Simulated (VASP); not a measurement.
# Zr (Im-3m) in VASP: single point with PBE

Aim: the single point of Zr with PBE.

Program: VASP 6.6.1. These are calculated values, not measurements. Logs are shortened: lines on timing, memory, paths and dates and some standing lists are left out, and cuts for length are marked.

## Step 1: The cell of the first run

The structure is cubic, space group Im-3m (No. 229). The conventional cell has a = 3.575 Å, b = 3.575 Å, c = 3.575 Å, α = 90.00°, β = 90.00°, γ = 90.00°. Zr (site symmetry m-3m) has 14 Zr at 3.10 to 3.57 Å within 4.1 Å.

This isn't the form of Zr at room conditions, which is hcp.

## Step 2: Single point, PBE

Contents of INCAR:

```
SYSTEM = Zr
PREC = Accurate
ENCUT = 500
EDIFF = 1E-6
ISMEAR = 0
SIGMA = 0.1
LREAL = .FALSE.
LASPH = .TRUE.
NELM = 120
ALGO = Normal
ISIF = 2
LWAVE = .FALSE.
LCHARG = .FALSE.
GGA = PE
NBANDS = 12
GGA_COMPAT = .FALSE.
```

Contents of KPOINTS:

```
regular mesh
0
G
  16 16 16
  0 0 0
```

Contents of POSCAR:

```
Zr
1.0
   -1.7872809737      1.7872809737      1.7872809737
    1.7872809737     -1.7872809737      1.7872809737
    1.7872809737      1.7872809737     -1.7872809737
Zr
1
Direct
    0.0000000000      0.0000000000      0.0000000000
```

Potentials or basis: VASP PAW PBE potentials, release 64 (Zr_sv).

The run is started by

```
$ cat potpaw_PBE.64/Zr_sv/POTCAR > POTCAR
$ mpirun -np 1 vasp_std > vasp.out
```

OUTCAR:

```text
SYSTEM = Zr
   PREC = Accurate
   ENCUT = 500
   EDIFF = 1E-6
   ISMEAR = 0
   LREAL = .FALSE.
   LASPH = .TRUE.
   NELM = 120
   ISIF = 2
   GGA = PE

 ion  position               nearest neighbor table
   1  0.000  0.000  0.000-

  LATTYP: Found a body centered cubic cell.
 ALAT       =     3.5745619474

  Lattice vectors:

 A1 = (  -1.7872809737,   1.7872809737,   1.7872809737)
 A2 = (   1.7872809737,  -1.7872809737,   1.7872809737)
 A3 = (   1.7872809737,   1.7872809737,  -1.7872809737)

Analysis of symmetry for initial positions (statically):
=====================================================================
 Subroutine PRICEL returns:
 Original cell was already a primitive cell.

 Routine SETGRP: Setting up the symmetry group for a
 body centered cubic supercell.

 Subroutine GETGRP returns: Found 48 space group operations
 (whereof 48 operations were pure point group operations)
 out of a pool of 48 trial point group operations.

The static configuration has the point symmetry O_h .

Analysis of symmetry for dynamics (positions and initial velocities):
=====================================================================
 Subroutine PRICEL returns:
 Original cell was already a primitive cell.

 Routine SETGRP: Setting up the symmetry group for a
 body centered cubic supercell.

 Subroutine GETGRP returns: Found 48 space group operations
 (whereof 48 operations were pure point group operations)
 out of a pool of 48 trial point group operations.

The dynamic configuration has the point symmetry O_h .

 Subroutine INISYM returns: Found 48 space group operations
 (whereof 48 operations are pure point group operations),
 and found     1 'primitive' translations

----------------------------------------------------------------------------------------

                                     Primitive cell

  volume of cell :      22.8370

  direct lattice vectors                    reciprocal lattice vectors
    -1.787280974  1.787280974  1.787280974     0.000000000  0.279754559  0.279754559
     1.787280974 -1.787280974  1.787280974     0.279754559  0.000000000  0.279754559
     1.787280974  1.787280974 -1.787280974     0.279754559  0.279754559  0.000000000

  length of vectors
     3.095661454  3.095661454  3.095661454     0.395632691  0.395632691  0.395632691

  position of ions in fractional coordinates (direct lattice)
     0.000000000  0.000000000  0.000000000

  ion indices of the primitive-cell ions
   primitive index   ion index
                 1           1

----------------------------------------------------------------------------------------

 KPOINTS: regular mesh

Automatic generation of k-mesh.
 Grid dimensions read from file:
 generate k-points for:   16   16   16

 Generating k-lattice:

  Cartesian coordinates                     Fractional coordinates (reciprocal lattice)
     0.000000000  0.017484660  0.017484660     0.062500000  0.000000000  0.000000000
     0.017484660  0.000000000  0.017484660     0.000000000  0.062500000  0.000000000
     0.017484660  0.017484660  0.000000000     0.000000000  0.000000000  0.062500000

  Length of vectors
     0.024727043  0.024727043  0.024727043

  Shift w.r.t. Gamma in fractional coordinates (k-lattice)
     0.000000000  0.000000000  0.000000000

 Subroutine IBZKPT returns following result:
 ===========================================

 Found    145 irreducible k-points:

 Following reciprocal coordinates:
            Coordinates               Weight
  0.000000  0.000000  0.000000      1.000000
  0.062500  0.000000  0.000000     12.000000
  0.125000  0.000000  0.000000     12.000000
  0.187500  0.000000  0.000000     12.000000
  0.250000  0.000000  0.000000     12.000000
  0.312500  0.000000  0.000000     12.000000
[... 16 lines left out ...]
  0.187500  0.187500  0.000000     24.000000
  0.250000  0.187500  0.000000     48.000000
 [... further k-points ...]
   k-points           NKPTS =    145   k-points in BZ     NKDIM =    145   number of bands    NBANDS=     12
   number of dos      NEDOS =    301   number of ions     NIONS =      1
   total plane-waves  NPLWV =  13824
   dimension x,y,z NGX =    24 NGY =   24 NGZ =   24
   dimension x,y,z NGXF=    48 NGYF=   48 NGZF=   48
   ions per type =               1
   NGX,Y,Z   is equivalent  to a cutoff of  12.89, 12.89, 12.89 a.u.
   NGXF,Y,Z  is equivalent  to a cutoff of  25.78, 25.78, 25.78 a.u.
 SYSTEM =  Zr
   PREC   = accura    normal or accurate (medium, high low for compatibility)
   ISTART =      0    job   : 0-new  1-cont  2-samecut
   ICHARG =      2    charge: 1-file 2-atom 10-const
   ISPIN  =      1    spin polarized calculation?
   LNONCOLLINEAR =      F non collinear calculations
   LSORBIT =      F    spin-orbit coupling
   LASPH  =      T    aspherical Exc in radial PAW
   ENCUT  =  500.0 eV  36.75 Ry    6.06 a.u.   5.64  5.64  5.64*2*pi/ulx,y,z
   NELM   =    120;   NELMIN=  2; NELMDL= -5     # of ELM steps
   EDIFF  = 0.1E-05   stopping-criterion for ELM
   LREAL  =      F    real-space projection
   EDIFFG = 0.1E-04   stopping-criterion for IOM
   NSW    =      0    number of steps for IOM
   IBRION =     -1    ionic relax: 0-MD 1-quasi-New 2-CG
   NFREE  =      0    steps in history (QN), initial steepest desc. (CG)
   ISIF   =      2    stress and relaxation
   ISYM   =      2    0-nonsym 1-usesym 2-fastsym
   POTIM  = 0.5000    time-step for ionic-motion
   TEBEG  =    0.0;   TEEND  =   0.0 temperature during run
   PSTRESS=    0.0 pullay stress
   NELECT =      12.0000    total number of electrons
   NUPDOWN=      -1.0000    fix difference up-down
   EMIN   =  10.00;   EMAX   =-10.00  energy-range for DOS
   EFERMI =   0.00;   METHOD = LEGACY
   ISMEAR =     0;   SIGMA  =   0.10  broadening in eV -4-tet -1-fermi 0-gaus
   EFERMI_NEDOS =   21; number of points for ismear=-14 and -15
   IALGO  =     38    algorithm
   IMIX   =      4    mixing-type and parameters
     AMIX     =   0.40;   BMIX     =  1.00
     AMIX_MAG =   1.60;   BMIX_MAG =  1.00
  volume/ion in A,a.u.               =      22.84       154.11
  Fermi-wavevector in a.u.,A,eV,Ry     =   1.321060  2.496441 23.744867  1.745199
  Thomas-Fermi vector in A             =   2.450841
   LORBIT       =      0    0 simple, 1 ext, 2 COOP (PROOUT), +10 PAW based schemes
   GGA     = PE    functional components
   LHFCALC =     F    Hartree Fock is set to
   AEXX    =    0.0000 exact exchange contribution
   IVDW    =     0    specifies the selected vdW correction
   LEPSILON=     F    determine dielectric tensor
   LRPA    =     F    only Hartree local field effects (RPA)
 non-spin polarized calculation
 Gauss-broadening in eV      SIGMA  =   0.10
  energy-cutoff  :      500.00
  volume of cell :       22.84
 maximum number of plane-waves:       603
   NGX = 11   NGY = 11   NGZ = 11

 number of electron      12.0000000 magnetization

 Free energy of the ion-electron system (eV)
  ---------------------------------------------------
  ext. energy  EPLUGINS =         0.00000000
  ---------------------------------------------------
  free energy    TOTEN  =        -8.44039950 eV

  energy without entropy =       -8.43044999  energy(sigma->0) =       -8.43542474

 E-fermi :   8.9213     XC(G=0): -11.1642

 val. band max:        8.9169283748   @ k =  -0.3750  -0.4375   0.0625
 cond. band min:       8.9443723815   @ k =   0.1250   0.1250   0.0625
 fundamental gap:      0.0274440066
 Fermi energy:         8.9213360397

 k-point     1 :       0.0000    0.0000    0.0000
  band No.  band energies     occupation
      1     -39.5295      2.00000
      2     -17.0149      2.00000
      3     -17.0149      2.00000
      4     -17.0149      2.00000
      5       3.5257      2.00000
      6      10.0586      0.00000
      7      10.0586      0.00000
      8      10.0586      0.00000
      9      12.5806      0.00000
     10      12.5806      0.00000
     11      21.3772      0.00000
     12      21.3772      0.00000

 k-point     2 :       0.0625    0.0000    0.0000
  band No.  band energies     occupation
      1     -39.5234      2.00000
      2     -17.0568      2.00000
      3     -17.0276      2.00000
      4     -17.0152      2.00000
      5       3.6620      2.00000
      6       9.9667      0.00000
      7      10.0290      0.00000
      8      10.1904      0.00000
      9      12.4355      0.00000
     10      12.5791      0.00000
     11      21.4984      0.00000
     12      21.6232      0.00000

 k-point     3 :       0.1250    0.0000    0.0000
  band No.  band energies     occupation
      1     -39.5059      2.00000
      2     -17.1749      2.00000
      3     -17.0637      2.00000
      4     -17.0161      2.00000
      5       4.0522      2.00000
      6       9.7192      0.00000
      7       9.9007      0.00000
      8      10.5801      0.00000
      9      12.1625      0.00000
     10      12.5847      0.00000
     11      21.7780      0.00000
     12      22.3299      0.00000
[... 286 lines left out ...]
 k-point    23 :       0.1875    0.1875    0.0000
  band No.  band energies     occupation
      1     -39.4097      2.00000
      2     -17.7168      2.00000
      3     -17.2602      2.00000
      4     -17.0896      2.00000
      5       6.2385      2.00000
      6       8.6181      1.99998
      7       8.9461      0.72608
      8      11.8686      0.00000
      9      13.1791      0.00000
     10      13.5740      0.00000
     11      21.0929      0.00000
     12      22.4983      0.00000

 k-point    24 :       0.2500    0.1875    0.0000
  band No.  band energies     occupation
      1     -39.3849      2.00000
      2     -17.8191      2.00000
      3     -17.3455      2.00000
      4     -17.1031      2.00000
      5       6.7120      2.00000
      6       8.4030      2.00000
      7       8.9537      0.64708
      8      12.0666      0.00000
      9      13.2649      0.00000
     10      14.6746      0.00000
     11      20.1738      0.00000
     12      21.7817      0.00000

 [... further k-points ...]

------------------------ aborting loop because EDIFF is reached ----------------------------------------

  FORCE on cell =-STRESS in cart. coord.  units (eV):
  Direction    XX          YY          ZZ          XY          YZ          ZX
  --------------------------------------------------------------------------------------
  -------------------------------------------------------------------------------------
  Total        0.0071421      0.0071421      0.0071421      0.0000000     -0.0000000      0.0000000
  in kB        0.5010695      0.5010695      0.5010695      0.0000000     -0.0000000      0.0000000
  external PRESSURE =       0.5010695 kB  Pullay stress =       0.0000000 kB

 VOLUME and BASIS-vectors are now :
 -----------------------------------------------------------------------------
  energy-cutoff  :      500.00
  volume of cell :       22.84
      direct lattice vectors                 reciprocal lattice vectors
    -1.787280974  1.787280974  1.787280974     0.000000000  0.279754559  0.279754559
     1.787280974 -1.787280974  1.787280974     0.279754559  0.000000000  0.279754559
     1.787280974  1.787280974 -1.787280974     0.279754559  0.279754559  0.000000000

 POSITION                                       TOTAL-FORCE (eV/Angst)
 -----------------------------------------------------------------------------------
      0.00000      0.00000      0.00000         0.000000     -0.000000      0.000000
 -----------------------------------------------------------------------------------
    total drift:                                0.000000     -0.000000     -0.000000

  FREE ENERGIE OF THE ION-ELECTRON SYSTEM (eV)
  ---------------------------------------------------
  free  energy   TOTEN  =        -8.4403994955 eV

  energy  without entropy=       -8.4304499886  energy(sigma->0) =       -8.43542474
```

Run time: 30 s. Hardware: 1 thread of Intel Xeon 8259CL, shared host; peak memory 0.16 GiB.

What came out:

| Quantity | Value |
| --- | --- |
| Free energy | -8.4404 eV |
| Pressure | 0.1 GPa |
| Band gap on the k mesh | zero (bands 6 and 7 overlap by 1.88 eV) |

Levels at points of the mesh, in eV from the Fermi level:
| k point | band 4 | band 5 | band 6 | band 7 | band 8 | band 9 |
| --- | --- | --- | --- | --- | --- | --- |
| (0.00, 0.00, 0.00) | -25.94 | -5.40 | 1.14 | 1.14 | 1.14 | 3.66 |
| (0.50, 0.00, 0.00) | -25.94 | -2.83 | -0.69 | 1.68 | 3.66 | 4.34 |
| (0.50, 0.50, 0.50) | -26.64 | -2.61 | -2.61 | 5.76 | 5.76 | 5.76 |
